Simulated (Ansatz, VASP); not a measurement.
## Two plane-wave programs on CuNi2

INCAR

```
PREC = Accurate ; ENCUT = 600
EDIFF = 1E-7 ; ISMEAR = 0
SIGMA = 0.1 ; LREAL = F
LASPH = T ; NELM = 150
ALGO = Fast ; ISIF = 3
LWAVE = F ; LCHARG = F
ISPIN = 2 ; MAGMOM = 0 0 -2 -2 2 -2
LORBIT = 11 ; LMAXMIX = 4
GGA = PE ; IBRION = 2
NSW = 90 ; EDIFFG = -0.04
```

File KPOINTS:

```
Automatic mesh
0
Gamma
  6 6 2
```

File POSCAR:

```
CuNi2
1.0
    2.5206944100      0.0000000000      0.0000000000
   -1.2603472100      2.1829853900      0.0000000000
    0.0000000000      0.0000000000     11.9475983600
Cu Ni
2 4
Direct
    0.3333333300      0.6666666700      0.6666666700
    0.3333333300      0.6666666700      0.3333333300
    0.3333333300      0.6666666700      0.0000000000
    0.6666666700      0.3333333300      0.8333333300
    0.6666666700      0.3333333300      0.1666666700
    0.6666666700      0.3333333300      0.5000000000
```

Input for Ansatz:

```yaml
crystal:
  lattice:
    - [2.52069441, 0.0, 0.0]
    - [-1.26034721, 2.18298539, 0.0]
    - [0.0, 0.0, 11.94759836]
  atoms:
    - { symbol: Cu, position: [0.33333333, 0.66666667, 0.66666667] }
    - { symbol: Cu, position: [0.33333333, 0.66666667, 0.33333333] }
    - { symbol: Ni, position: [0.33333333, 0.66666667, 0.0], spin: -2.0 }
    - { symbol: Ni, position: [0.66666667, 0.33333333, 0.83333333], spin: -2.0 }
    - { symbol: Ni, position: [0.66666667, 0.33333333, 0.16666667], spin: 2.0 }
    - { symbol: Ni, position: [0.66666667, 0.33333333, 0.5], spin: -2.0 }
basis:
  ecutwfc: 420
kpoints:
  mp_grid: { grid: [6, 6, 2] }
hamiltonian:
  xc: pbe
scf:
  occupations: { method: gaussian, width: 0.1 }
  lower_state_search: "off"
output:
  forces: true
  stress: true
  eigenvalues: true
  populations: true
magnetization:
  spin_polarized: true
relax:
  adjacent_minimum: "off"
  f_tol: 0.04
  max_steps: 70
  cell: { stress_tol: 0.4 }
```

Alike in both runs: task relaxation of cell and atoms; functional PBE; k mesh 6 × 6 × 2; occupations gaussian, width 0.1 eV; collinear spin.

|  | VASP | Ansatz |
| --- | --- | --- |
| version | VASP 6.6.1 | Ansatz 0.2.0 |
| potentials or method | VASP PAW PBE potentials, release 64 (Cu, Ni), cutoff 600 eV | scalar-relativistic, plane waves, PAW |
| valence electrons in the cell | 62 | 110 |

```tsv
	VASP	Ansatz	Ansatz less VASP
gap on the k mesh at the Fermi level, each at its own relaxed structure (eV)	none	none	-
net moment per atom (μB)	0.31	0.31	+0.004
size of the moment on the site where the two differ most (μB)	0.70	0.74	+0.034
relaxed volume (Å³/atom)	11.23	11.21	-0.018
relaxed length of the cell vector where the two differ most in proportion (Å)	12.456	12.448	-0.0079
```

Site moments also hang on the region over which each program counts them. A gap of «none» marks a metal or a gap that the smearing closes. VASP's potentials hold 62 valence electrons a cell and Ansatz's 110, so a difference there can come from the potentials and not from the codes. Ansatz's warnings: seeded moment not kept.

The k mesh is coarse, so the values compare programs but aren't converged.
